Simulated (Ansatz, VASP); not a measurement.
# Two plane-wave programs on Ga2O3

The input INCAR:

```
PREC     = Accurate       # precision mode
ENCUT    = 520            # plane-wave cutoff, eV
EDIFF    = 1E-6           # SCF threshold, eV
ISMEAR   = 0              # smearing method
SIGMA    = 0.05           # smearing width, eV
LREAL    = False          # projectors in reciprocal space
LASPH    = True           # aspherical terms in the spheres
NELM     = 60             # most SCF steps
ALGO     = Normal         # electronic algorithm
ISIF     = 2              # what is computed and relaxed
LWAVE    = False          # write WAVECAR
LCHARG   = False          # write CHGCAR
GGA      = PE             # functional
NBANDS   = 55             # bands
```

KPOINTS

```
regular mesh
0
Gamma
  6 6 6
```

Contents of POSCAR:

```
Ga2O3
1.0
    2.5287245564      1.4940175674      4.5519849112
   -2.5287245564      1.4940175674      4.5519849112
    0.0000000000     -2.8858618425      4.5191358157
Ga O
4 6
Direct
    0.3558687539      0.3558687539      0.3558687539
    0.1441312461      0.1441312461      0.1441312461
    0.6441312461      0.6441312461      0.6441312461
    0.8558687539      0.8558687539      0.8558687539
    0.5531733332      0.9468266668      0.2500000000
    0.2500000000      0.5531733332      0.9468266668
    0.9468266668      0.2500000000      0.5531733332
    0.4468266668      0.0531733332      0.7500000000
    0.7500000000      0.4468266668      0.0531733332
    0.0531733332      0.7500000000      0.4468266668
```

Input for Ansatz:

```yaml
crystal:
  lattice:
    - [2.5287245564, 1.4940175674, 4.5519849112]
    - [-2.5287245564, 1.4940175674, 4.5519849112]
    - [0.0, -2.8858618425, 4.5191358157]
  atoms:
    - { symbol: Ga, position: [0.3558687539, 0.3558687539, 0.3558687539] }
    - { symbol: Ga, position: [0.1441312461, 0.1441312461, 0.1441312461] }
    - { symbol: Ga, position: [0.6441312461, 0.6441312461, 0.6441312461] }
    - { symbol: Ga, position: [0.8558687539, 0.8558687539, 0.8558687539] }
    - { symbol: O, position: [0.5531733332, 0.9468266668, 0.25] }
    - { symbol: O, position: [0.25, 0.5531733332, 0.9468266668] }
    - { symbol: O, position: [0.9468266668, 0.25, 0.5531733332] }
    - { symbol: O, position: [0.4468266668, 0.0531733332, 0.75] }
    - { symbol: O, position: [0.75, 0.4468266668, 0.0531733332] }
    - { symbol: O, position: [0.0531733332, 0.75, 0.4468266668] }
basis:
  ecutwfc: 420
kpoints:
  mp_grid: { grid: [6, 6, 6] }
hamiltonian:
  xc: pbe
scf:
  occupations: { method: gaussian, width: 0.05 }
output:
  forces: true
  stress: true
  eigenvalues: true
```

Change from the starting cell: strain +0.0150 x Voigt [0, 0, 0, 1, 0, 0], atoms carried along.

Alike in both runs: task single point; functional PBE; k mesh 6 × 6 × 6; occupations gaussian, width 0.05 eV; no spin polarisation.

|  | VASP | Ansatz |
| --- | --- | --- |
| version | VASP 6.6.1 | Ansatz 0.2.0 |
| potentials or method | VASP PAW PBE potentials, release 64 (Ga_d, O), cutoff 520 eV | scalar-relativistic, plane waves, PAW |
| valence electrons in the cell | 88 | 88 |

|  | VASP | Ansatz | Ansatz less VASP |
| --- | --- | --- | --- |
| gap on the k mesh at the Fermi level (eV) | 2.38 | 2.39 | +0.009 |
| least direct gap on the mesh (eV) | 2.62 | 2.63 | +0.008 |
| pressure (GPa) | 1.1 | 0.1 | -1.00 |
| traceless stress, the component that is largest in VASP (GPa) | -1.34 | -1.32 | +0.018 |
| rms of the force components (eV/Å) | 0.043 | 0.043 | +0.0004 |

Atom by atom the forces differ by 0.004 eV/Å (rms over components). With one functional, cell and mesh, what is left measures potentials, basis and numerics.
